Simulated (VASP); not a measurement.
Input of a VASP 6.6.1 run:

Contents of INCAR:

```
SYSTEM = GdN
ALGO     = Normal         ! electronic algorithm
EDIFF    = 1E-6           ! SCF threshold, eV
ENCUT    = 520            ! plane-wave cutoff, eV
GGA      = RE             ! functional
ISIF     = 2              ! what is computed and relaxed
ISMEAR   = 0              ! smearing method
ISPIN    = 2              ! spin polarisation
LASPH    = .True.         ! aspherical terms in the spheres
LCHARG   = .False.        ! write CHGCAR
LDAU     = .True.         ! DFT+U
LDAUJ    = 0 0          
LDAUL    = 3 -1           ! shell
LDAUPRINT= 1            
LDAUTYPE = 2            
LDAUU    = 6 0            ! U, eV
LMAXMIX  = 6              ! l up to which the mixer works
LORBIT   = 11             ! projections on sites
LREAL    = .False.        ! projectors in reciprocal space
LWAVE    = .False.        ! write WAVECAR
MAGMOM   = 7 0            ! initial moments
NBANDS   = 22             ! bands
NELM     = 150            ! most SCF steps
PREC     = Accurate       ! precision mode
SIGMA    = 0.05           ! smearing width, eV
```

The input KPOINTS:

```
k-points
0
Gamma
  8 8 8
  0 0 0
```

Contents of POSCAR:

```
GdN
1.0
    0.0000000000      2.4994985661      2.4994985661
    2.4994985661      0.0000000000      2.4994985661
    2.4994985661      2.4994985661      0.0000000000
Gd N
1 1
Direct
    0.5000000000      0.5000000000      0.5000000000
    0.0000000000      0.0000000000      0.0000000000
```

Potentials or basis: VASP PAW PBE potentials, release 64 (Gd, N).

Command:

```bash
$ cat potpaw_PBE.64/Gd/POTCAR potpaw_PBE.64/N/POTCAR > POTCAR
$ mpirun -np 1 vasp_std > vasp.out
```

Question: Estimate the site moments.

Answer: Gd +6.87; N -0.11 μB.

Question: Estimate the net moment.

Answer: 7.00 μB per cell.

Eigenvalues of the final occupation matrices:
```
    site  spin  trace                         eigenvalues
site 1 f     1   6.94  0.99 0.99 0.99 0.99 0.99 0.99 0.99
site 1 f     2   0.04  0.00 0.00 0.00 0.00 0.01 0.01 0.01
```

Caveat: spin-orbit coupling is left out, which moves the levels of the heavy elements; a cell with one magnetic atom can't hold antiferromagnetic order, which such compounds often take. The state reached can hang on the start; a lower one may exist.
